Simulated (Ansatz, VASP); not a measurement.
**HfN: VASP beside Ansatz**

```
Hf N
1.0
     0.00000    2.41461    2.41461
     2.41461    0.00000    2.41461
     2.41461    2.41461    0.00000
Hf N
1 1
Cartesian
  -0.1652 0.0708 -0.1658
  3.7872 3.5512 3.7877
```

Change from the starting cell: all atoms moved at random, sigma 0.4 Å a component.

Alike in both runs: task single point; functional LDA; k mesh 12 × 12 × 12; occupations gaussian, width 0.15 eV; no spin polarisation.

|  | VASP | Ansatz |
| --- | --- | --- |
| version | VASP 6.6.1 | Ansatz 0.2.0 |
| potentials or method | VASP PAW LDA potentials, release 64 (Hf_pv, N), cutoff 520 eV | scalar-relativistic, plane waves, PAW |
| valence electrons in the cell | 15 | 31 |

|  | VASP | Ansatz | Ansatz less VASP |
| --- | --- | --- | --- |
| gap on the k mesh at the Fermi level (eV) | none | none | - |
| pressure (GPa) | 18.1 | 17.8 | -0.25 |
| traceless stress, the component that is largest in VASP (GPa) | 20.90 | 20.56 | -0.339 |
| rms of the force components (eV/Å) | 2.923 | 2.884 | -0.0389 |

LDA's correlation is that of Perdew and Zunger in VASP and of Perdew and Wang (1992) in Ansatz. Atom by atom the forces differ by 0.040 eV/Å (rms over components). A gap of «none» marks a metal or a gap that the smearing closes. VASP's potentials hold 15 valence electrons a cell and Ansatz's 31, so a difference there can come from the potentials and not from the codes.

Neither program's run includes spin-orbit coupling.
